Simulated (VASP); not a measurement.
A run of VASP 6.6.1:

File INCAR:

```
PREC = Accurate ; ENCUT = 520
EDIFF = 1E-6 ; ISMEAR = -1
SIGMA = 0.02 ; LREAL = F
LASPH = T ; NELM = 60
ALGO = Normal ; ISIF = 2
LWAVE = F ; LCHARG = F
GGA = PS ; NBANDS = 43
```

Contents of KPOINTS:

```
Automatic mesh
0
Gamma
  6 6 4
```

File POSCAR:

```
Si2W
1.0
    4.5761666221      0.0000000000      0.0000000000
   -2.2880833110      3.9630765467      0.0000000000
    0.0000000000      0.0000000000      6.6030008446
Si W
6 3
Direct
    0.8361924905      0.6723849810      0.5000000000
    0.1638075095      0.8361924905      0.8333333333
    0.6723849810      0.8361924905      0.1666666667
    0.1638075095      0.3276150190      0.5000000000
    0.8361924905      0.1638075095      0.8333333333
    0.3276150190      0.1638075095      0.1666666667
    0.0000000000      0.5000000000      0.1666666667
    0.5000000000      0.5000000000      0.8333333333
    0.5000000000      0.0000000000      0.5000000000
```

Potentials or basis: VASP PAW PBE potentials, release 64 (Si, W_sv).

Command:

```sh
$ cat potpaw_PBE.64/Si/POTCAR potpaw_PBE.64/W_sv/POTCAR > POTCAR
$ mpirun -np 1 vasp_std > vasp.out
```

Hardware: 1 thread of AMD EPYC 9R45 96-Core Processor (Zen 5), on a shared host.

Q: How long does it take, and how much memory?

A: It took 52 s on 1 thread of AMD EPYC 9R45 96-Core Processor (Zen 5), with other jobs on the host, peak memory 0.25 GiB. Counts: scf iterations 13, k points 21.
